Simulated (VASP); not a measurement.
# LaO6 (Pm-3m) in VASP: single point with PBE

Aim: the single point of LaO6 with PBE.

All numbers are computed with VASP 6.6.1; they aren't measurements. Logs are shortened: lines on timing, memory, paths and dates and some standing lists are left out, and cuts for length are marked.

## Step 1: The cell of the first run

Symmetry: Pm-3m, No. 221, cubic system. Conventional cell: a = 4.693 Å, b = 4.693 Å, c = 4.693 Å, α = 90.00°, β = 90.00°, γ = 90.00°. La (site symmetry m-3m) has 24 O at 3.38 Å within 4.4 Å. O (site symmetry 4mm) has 1 O at 1.32 Å within 1.8 Å.

## Step 2: Single point, PBE

INCAR

```
SYSTEM = LaO6
ALGO = Normal
EDIFF = 1E-6
ENCUT = 1340
GGA = PE
GGA_COMPAT = .False.
ISIF = 2
ISMEAR = 0
LASPH = .True.
LCHARG = .False.
LMAXMIX = 6
LREAL = .False.
LWAVE = .False.
NBANDS = 32
NELM = 200
PREC = Accurate
SIGMA = 0.2
```

KPOINTS

```
k-points
0
Gamma
  6 6 6
  0 0 0
```

POSCAR

```
LaO6
1.0
    4.6930219053      0.0000000000      0.0000000000
    0.0000000000      4.6930219053      0.0000000000
    0.0000000000      0.0000000000      4.6930219053
La O
1 6
Direct
    0.0000000000      0.0000000000      0.0000000000
    0.8595631389      0.5000000000      0.5000000000
    0.1404368611      0.5000000000      0.5000000000
    0.5000000000      0.5000000000      0.8595631389
    0.5000000000      0.5000000000      0.1404368611
    0.5000000000      0.1404368611      0.5000000000
    0.5000000000      0.8595631389      0.5000000000
```

Potentials or basis: VASP PAW PBE potentials, release 64 (La, O_h).

On the command line:

```console
$ cat potpaw_PBE.64/La/POTCAR potpaw_PBE.64/O_h/POTCAR > POTCAR
$ mpirun -np 1 vasp_std > vasp.out
```

OUTCAR:

```text
SYSTEM = LaO6
   EDIFF = 1E-6
   ENCUT = 1340
   GGA = PE
   ISIF = 2
   ISMEAR = 0
   LASPH = .True.
   LREAL = .False.
   NELM = 200
   PREC = Accurate

 ion  position               nearest neighbor table
   1  0.000  0.000  0.000-
   2  0.860  0.500  0.500-   3 1.32
   3  0.140  0.500  0.500-   2 1.32
   4  0.500  0.500  0.860-   5 1.32
   5  0.500  0.500  0.140-   4 1.32
   6  0.500  0.140  0.500-   7 1.32
   7  0.500  0.860  0.500-   6 1.32

  LATTYP: Found a simple cubic cell.
 ALAT       =     4.6930219053

  Lattice vectors:

 A1 = (   4.6930219053,   0.0000000000,   0.0000000000)
 A2 = (   0.0000000000,   4.6930219053,   0.0000000000)
 A3 = (   0.0000000000,   0.0000000000,   4.6930219053)

Analysis of symmetry for initial positions (statically):
=====================================================================
 Subroutine PRICEL returns:
 Original cell was already a primitive cell.

 Routine SETGRP: Setting up the symmetry group for a
 simple cubic supercell.

 Subroutine GETGRP returns: Found 48 space group operations
 (whereof 48 operations were pure point group operations)
 out of a pool of 48 trial point group operations.

The static configuration has the point symmetry O_h .

Analysis of symmetry for dynamics (positions and initial velocities):
=====================================================================
 Subroutine PRICEL returns:
 Original cell was already a primitive cell.

 Routine SETGRP: Setting up the symmetry group for a
 simple cubic supercell.

 Subroutine GETGRP returns: Found 48 space group operations
 (whereof 48 operations were pure point group operations)
 out of a pool of 48 trial point group operations.

The dynamic configuration has the point symmetry O_h .

 Subroutine INISYM returns: Found 48 space group operations
 (whereof 48 operations are pure point group operations),
 and found     1 'primitive' translations

----------------------------------------------------------------------------------------

                                     Primitive cell

  volume of cell :     103.3612

  direct lattice vectors                    reciprocal lattice vectors
     4.693021905  0.000000000  0.000000000     0.213082321  0.000000000  0.000000000
     0.000000000  4.693021905  0.000000000     0.000000000  0.213082321  0.000000000
     0.000000000  0.000000000  4.693021905     0.000000000  0.000000000  0.213082321

  length of vectors
     4.693021905  4.693021905  4.693021905     0.213082321  0.213082321  0.213082321

  position of ions in fractional coordinates (direct lattice)
     0.000000000  0.000000000  0.000000000
     0.859563139  0.500000000  0.500000000
     0.140436861  0.500000000  0.500000000
     0.500000000  0.500000000  0.859563139
     0.500000000  0.500000000  0.140436861
     0.500000000  0.140436861  0.500000000
     0.500000000  0.859563139  0.500000000

  ion indices of the primitive-cell ions
   primitive index   ion index
                 1           1
                 2           2
                 3           3
                 4           4
                 5           5
                 6           6
                 7           7

----------------------------------------------------------------------------------------

 KPOINTS: k-points

Automatic generation of k-mesh.
 Grid dimensions read from file:
 generate k-points for:    6    6    6

 Generating k-lattice:

  Cartesian coordinates                     Fractional coordinates (reciprocal lattice)
     0.035513720  0.000000000  0.000000000     0.166666667  0.000000000  0.000000000
     0.000000000  0.035513720  0.000000000     0.000000000  0.166666667  0.000000000
     0.000000000  0.000000000  0.035513720     0.000000000  0.000000000  0.166666667

  Length of vectors
     0.035513720  0.035513720  0.035513720

  Shift w.r.t. Gamma in fractional coordinates (k-lattice)
     0.000000000  0.000000000  0.000000000

 Subroutine IBZKPT returns following result:
 ===========================================

 Found     20 irreducible k-points:

 Following reciprocal coordinates:
            Coordinates               Weight
  0.000000  0.000000  0.000000      1.000000
  0.166667  0.000000  0.000000      6.000000
  0.333333  0.000000  0.000000      6.000000
  0.500000  0.000000  0.000000      3.000000
  0.166667  0.166667  0.000000     12.000000
  0.333333  0.166667  0.000000     24.000000
[... 12 lines left out ...]
  0.500000  0.500000  0.333333      6.000000
  0.500000  0.500000  0.500000      1.000000
   k-points           NKPTS =     20   k-points in BZ     NKDIM =     20   number of bands    NBANDS=     32
   number of dos      NEDOS =    301   number of ions     NIONS =      7
   total plane-waves  NPLWV = 175616
   dimension x,y,z NGX =    56 NGY =   56 NGZ =   56
   dimension x,y,z NGXF=   112 NGYF=  112 NGZF=  112
   ions per type =               1   6
   NGX,Y,Z   is equivalent  to a cutoff of  19.84, 19.84, 19.84 a.u.
   NGXF,Y,Z  is equivalent  to a cutoff of  39.67, 39.67, 39.67 a.u.
 SYSTEM =  LaO6
   PREC   = accura    normal or accurate (medium, high low for compatibility)
   ISTART =      0    job   : 0-new  1-cont  2-samecut
   ICHARG =      2    charge: 1-file 2-atom 10-const
   ISPIN  =      1    spin polarized calculation?
   LNONCOLLINEAR =      F non collinear calculations
   LSORBIT =      F    spin-orbit coupling
   LASPH  =      T    aspherical Exc in radial PAW
   ENCUT  = 1340.0 eV  98.49 Ry    9.92 a.u.  14.01 14.01 14.01*2*pi/ulx,y,z
   NELM   =    200;   NELMIN=  2; NELMDL= -5     # of ELM steps
   EDIFF  = 0.1E-05   stopping-criterion for ELM
   LREAL  =      F    real-space projection
   EDIFFG = 0.1E-04   stopping-criterion for IOM
   NSW    =      0    number of steps for IOM
   IBRION =     -1    ionic relax: 0-MD 1-quasi-New 2-CG
   NFREE  =      0    steps in history (QN), initial steepest desc. (CG)
   ISIF   =      2    stress and relaxation
   ISYM   =      2    0-nonsym 1-usesym 2-fastsym
   POTIM  = 0.5000    time-step for ionic-motion
   TEBEG  =    0.0;   TEEND  =   0.0 temperature during run
   PSTRESS=    0.0 pullay stress
   NELECT =      47.0000    total number of electrons
   NUPDOWN=      -1.0000    fix difference up-down
   EMIN   =  10.00;   EMAX   =-10.00  energy-range for DOS
   EFERMI =   0.00;   METHOD = LEGACY
   ISMEAR =     0;   SIGMA  =   0.20  broadening in eV -4-tet -1-fermi 0-gaus
   EFERMI_NEDOS =   21; number of points for ismear=-14 and -15
   IALGO  =     38    algorithm
   IMIX   =      4    mixing-type and parameters
     AMIX     =   0.40;   BMIX     =  1.00
     AMIX_MAG =   1.60;   BMIX_MAG =  1.00
  volume/ion in A,a.u.               =      14.77        99.65
  Fermi-wavevector in a.u.,A,eV,Ry     =   1.258891  2.378959 21.562609  1.584807
  Thomas-Fermi vector in A             =   2.392478
   LORBIT       =      0    0 simple, 1 ext, 2 COOP (PROOUT), +10 PAW based schemes
   GGA     = PE    functional components
   LHFCALC =     F    Hartree Fock is set to
   AEXX    =    0.0000 exact exchange contribution
   IVDW    =     0    specifies the selected vdW correction
   LEPSILON=     F    determine dielectric tensor
   LRPA    =     F    only Hartree local field effects (RPA)
 non-spin polarized calculation
 Gauss-broadening in eV      SIGMA  =   0.20
  energy-cutoff  :     1340.00
  volume of cell :      103.36
 maximum number of plane-waves:     11538
   NGX = 29   NGY = 29   NGZ = 29

 number of electron      47.0000000 magnetization

 Free energy of the ion-electron system (eV)
  ---------------------------------------------------
  ext. energy  EPLUGINS =         0.00000000
  ---------------------------------------------------
  free energy    TOTEN  =       -35.10181395 eV

  energy without entropy =      -34.95761138  energy(sigma->0) =      -35.02971266

 E-fermi :   5.2539     XC(G=0):  -9.3378

 val. band max:        5.2016098703   @ k =   0.3333   0.3333   0.1667
 cond. band min:       5.2600545078   @ k =   0.5000   0.3333   0.3333
 fundamental gap:      0.0584446375
 Fermi energy:         5.2538560038

 k-point     1 :       0.0000    0.0000    0.0000
  band No.  band energies     occupation
      1     -29.7314      2.00000
      2     -19.5811      2.00000
      3     -19.0210      2.00000
      4     -19.0210      2.00000
      5     -13.3588      2.00000
      6     -13.3588      2.00000
[... 24 lines left out ...]
     31       5.6681      0.00340
     32       5.7971      0.00012

 k-point     2 :       0.1667    0.0000    0.0000
  band No.  band energies     occupation
      1     -29.7305      2.00000
      2     -19.5529      2.00000
      3     -19.0559      2.00000
      4     -19.0204      2.00000
      5     -13.3621      2.00000
      6     -13.3553      2.00000
[... 24 lines left out ...]
     31       5.6734      0.00301
     32       5.9791      0.00000

 k-point     3 :       0.3333    0.0000    0.0000
  band No.  band energies     occupation
      1     -29.7287      2.00000
      2     -19.4805      2.00000
      3     -19.1418      2.00000
      4     -19.0193      2.00000
      5     -13.3690      2.00000
      6     -13.3485      2.00000
[... 24 lines left out ...]
     31       5.7084      0.00131
     32       5.7139      0.00114

 k-point     4 :       0.5000    0.0000    0.0000
  band No.  band energies     occupation
      1     -29.7278      2.00000
      2     -19.4252      2.00000
      3     -19.2038      2.00000
      4     -19.0187      2.00000
      5     -13.3725      2.00000
      6     -13.3450      2.00000
[... 514 lines left out ...]
     31       5.6602      0.00406
     32       5.6729      0.00304

 k-point    19 :       0.5000    0.5000    0.3333
  band No.  band energies     occupation
      1     -29.7221      2.00000
      2     -19.2073      2.00000
      3     -19.2040      2.00000
      4     -19.2040      2.00000
      5     -13.4092      2.00000
      6     -13.4092      2.00000
[... 24 lines left out ...]
     31       5.6707      0.00320
     32       5.6707      0.00320

 k-point    20 :       0.5000    0.5000    0.5000
  band No.  band energies     occupation
      1     -29.7214      2.00000
      2     -19.2019      2.00000
      3     -19.2019      2.00000
      4     -19.2019      2.00000
      5     -13.4150      2.00000
      6     -13.4150      2.00000
[... 24 lines left out ...]
     31       5.6796      0.00261
     32       5.6796      0.00261

------------------------ aborting loop because EDIFF is reached ----------------------------------------

  FORCE on cell =-STRESS in cart. coord.  units (eV):
  Direction    XX          YY          ZZ          XY          YZ          ZX
  --------------------------------------------------------------------------------------
  -------------------------------------------------------------------------------------
  Total       -0.1390703     -0.1390703     -0.1390703      0.0000000     -0.0000000      0.0000000
  in kB       -2.1556945     -2.1556945     -2.1556945      0.0000000     -0.0000000      0.0000000
  external PRESSURE =      -2.1556945 kB  Pullay stress =       0.0000000 kB

 VOLUME and BASIS-vectors are now :
 -----------------------------------------------------------------------------
  energy-cutoff  :     1340.00
  volume of cell :      103.36
      direct lattice vectors                 reciprocal lattice vectors
     4.693021905  0.000000000  0.000000000     0.213082321  0.000000000  0.000000000
     0.000000000  4.693021905  0.000000000     0.000000000  0.213082321  0.000000000
     0.000000000  0.000000000  4.693021905     0.000000000  0.000000000  0.213082321

 POSITION                                       TOTAL-FORCE (eV/Angst)
 -----------------------------------------------------------------------------------
      0.00000      0.00000      0.00000         0.000000      0.000000      0.000000
      4.03395      2.34651      2.34651        -0.001054      0.000000      0.000000
      0.65907      2.34651      2.34651         0.001054     -0.000000     -0.000000
      2.34651      2.34651      4.03395         0.000000     -0.000000     -0.001054
      2.34651      2.34651      0.65907         0.000000      0.000000      0.001054
      2.34651      0.65907      2.34651         0.000000      0.001054     -0.000000
      2.34651      4.03395      2.34651         0.000000     -0.001054      0.000000
 -----------------------------------------------------------------------------------
    total drift:                                0.000000      0.000000      0.000000

  FREE ENERGIE OF THE ION-ELECTRON SYSTEM (eV)
  ---------------------------------------------------
  free  energy   TOTEN  =       -35.1018139461 eV

  energy  without entropy=      -34.9576113784  energy(sigma->0) =      -35.02971266
```

Run time: 8.9 min. Hardware: 1 thread of Intel Xeon Platinum 8259CL at 2.50GHz (Skylake/Cascade Lake), shared host; peak memory 0.6 GiB.

Results:

```yaml
Free_energy: -35.1018 eV
Pressure: -0.2 GPa
Band_gap_on_the_k_mesh: zero (an odd number of electrons rules out a gap without spin polarisation)
```

Caveat: spin-orbit coupling is left out, which moves the levels of the heavy elements; an odd number of electrons without spin polarisation forces a metal; a magnetic or distorted state may lie lower.

The gap in the log of VASP goes by the Fermi energy; the results here count the filled bands.